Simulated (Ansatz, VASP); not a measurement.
Two plane-wave programs on CdSe

```xyz
4
Lattice="4.2990 0.0000 0.0000 -2.1495 3.7230 0.0000 0.0000 0.0000 7.0100" Properties=species:S:1:pos:R:3 pbc="T T T"
Cd    0.0000    2.4820    0.0034
Cd    2.1495    1.2410    3.5084
Se    0.0000    2.4820    2.6379
Se    2.1495    1.2410    6.1429
```

Alike in both runs: functional PBE; k mesh 12 × 12 × 6; occupations fermi-dirac, width 0.02 eV; no spin polarisation.

Ansatz relaxed the structure, and its values are those at the end. VASP's run is a single point on that final structure, the one shown.

```csv
,VASP,Ansatz
version,VASP 6.6.1,Ansatz 0.2.0
potentials or method,"VASP PAW PBE potentials, release 64 (Cd, Se)","plane-wave PAW, scalar-relativistic"
plane-wave cutoff (eV),520,420
valence electrons in the cell,36,72
```

VASP gave:

```
pressure (GPa) : 3.3
```

Q: Estimate Ansatz's values.

A: Pressure (GPa): 3.0.

With one functional, cell and mesh, what is left measures potentials, basis and numerics. VASP's potentials hold 36 valence electrons a cell and Ansatz's 72, so a difference there can come from the potentials and not from the codes. Ansatz's warnings: stress scf threshold loose.
